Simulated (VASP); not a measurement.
Wanted: the native input for a VASP 6.6.1 run.

- Task: relaxation of cell and atoms
- Functional: PBEsol
- Potentials or basis: VASP PAW PBE potentials, release 64 (Hf_pv)
- Cutoff: 600 eV
- k mesh: 12 × 12 × 16
- Occupations: gaussian, width 0.1 eV
- Spin: no spin polarisation
- Target pressure: 50 GPa
- Dipole correction: no
- Further INCAR settings: ALGO = Normal; EDIFF = 1e-07; IBRION = 2; EDIFFG = -0.003; NSW = 50; ISIF = 3

The structure of Hf lies in POSCAR:

```
Hf
1.0
    4.5122075573      0.0000000000      0.0000000000
   -2.2561037787      3.9076863718      0.0000000000
    0.0000000000      0.0000000000      2.8100085420
Hf
3
Direct
    0.6666666667      0.3333333333      0.5000000000
    0.3333333333      0.6666666667      0.5000000000
    0.0000000000      0.0000000000      0.0000000000
```

One way to write it, as run:

INCAR

```
PREC = Accurate
ENCUT = 600
EDIFF = 1E-7
ISMEAR = 0
SIGMA = 0.1
LREAL = False
LASPH = True
NELM = 100
ALGO = Normal
ISIF = 3
LWAVE = False
LCHARG = False
GGA = PS
IBRION = 2
NSW = 50
EDIFFG = -0.003
PSTRESS = 500.0
```

KPOINTS

```
regular mesh
0
Gamma
  12 12 16
```

Potentials or basis: VASP PAW PBE potentials, release 64 (Hf_pv).

Launch:

```bash
$ cat potpaw_PBE.64/Hf_pv/POTCAR > POTCAR
$ mpirun -np 1 vasp_std > vasp.out
```

It gave:

| Quantity | Value |
| --- | --- |
| Relaxed volume | 16.29 Å³/atom |
| Relaxed cell | a = 4.490 Å, b = 4.490 Å, c = 2.800 Å, α = 90.00°, β = 90.00°, γ = 120.00° |
| Space group after relaxing (to 0.05 Å) | P6/mmm (No. 191) |
| Energy change on relaxing (the enthalpy is what falls) | +66.9 meV/atom |
| Ionic steps | 6 |
| Pressure after relaxing | 50.0 GPa |
| Band gap on the k mesh | zero (band 15 reaches 7.64 eV, above the bottom of band 16 at 6.44 eV) |

Caveat: the cell is relaxed towards a set pressure, so the enthalpy falls and the energy may rise; the PAW data sets were made with another functional, which shifts forces and pressure a little; spin-orbit coupling is left out, which moves the levels of the heavy elements.

Run time: 8.1 min on 1 thread of AMD EPYC 7R43 64-Core Processor (Zen 3), with other jobs on the host, peak memory 0.27 GiB.
